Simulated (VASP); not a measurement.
Write the native input for VASP 6.6.1 that does the following.

| Property | Result |
| --- | --- |
| Task | single point |
| Functional | PBE |
| Potentials or basis | VASP PAW PBE potentials, release 64 (Ga_d, N) |
| Cutoff | 520 eV |
| k mesh | 8 × 8 × 8 |
| Occupations | gaussian, width 0.01 eV |
| Spin | no spin polarisation |
| Dipole correction | no |
| Further INCAR settings | ALGO = Normal; EDIFF = 1e-06; NBANDS = 16 |

The structure of GaN lies in POSCAR:

```
GaN
1.0
    0.0000000000      2.1085152350      2.1085152350
    2.1085152350      0.0000000000      2.1085152350
    2.1085152350      2.1085152350      0.0000000000
Ga N
1 1
Direct
    0.0000000000      0.0000000000      0.0000000000
    0.5000000000      0.5000000000      0.5000000000
```

One way to write it, as run:

INCAR

```
SYSTEM = GaN
  PREC = Accurate
  ENCUT = 520
  EDIFF = 1E-6
  ISMEAR = 0
  SIGMA = 0.01
  LREAL = .FALSE.
  LASPH = .TRUE.
  NELM = 100
  ALGO = Normal
  ISIF = 2
  LWAVE = .FALSE.
  LCHARG = .TRUE.
  GGA = PE
  LELF = .TRUE.
  LVHAR = .TRUE.
  NBANDS = 16
```

KPOINTS

```
Automatic mesh
0
G
  8 8 8
  0 0 0
```

Potentials or basis: VASP PAW PBE potentials, release 64 (Ga_d, N).

Run with:

```sh
$ cat potpaw_PBE.64/Ga_d/POTCAR potpaw_PBE.64/N/POTCAR > POTCAR
$ mpirun -np 1 vasp_std > vasp.out
```

It gave:

```json
{"Pressure": "9.1 GPa", "Band gap on the k mesh": "0.65 eV (least direct gap 2.83 eV)"}
```

Caveat: the cell stands under pressure.

Run time: 5.3 s on 1 thread of Intel(R) Xeon(R) 6975P-C (Granite Rapids), on a shared host, peak memory 0.14 GiB.
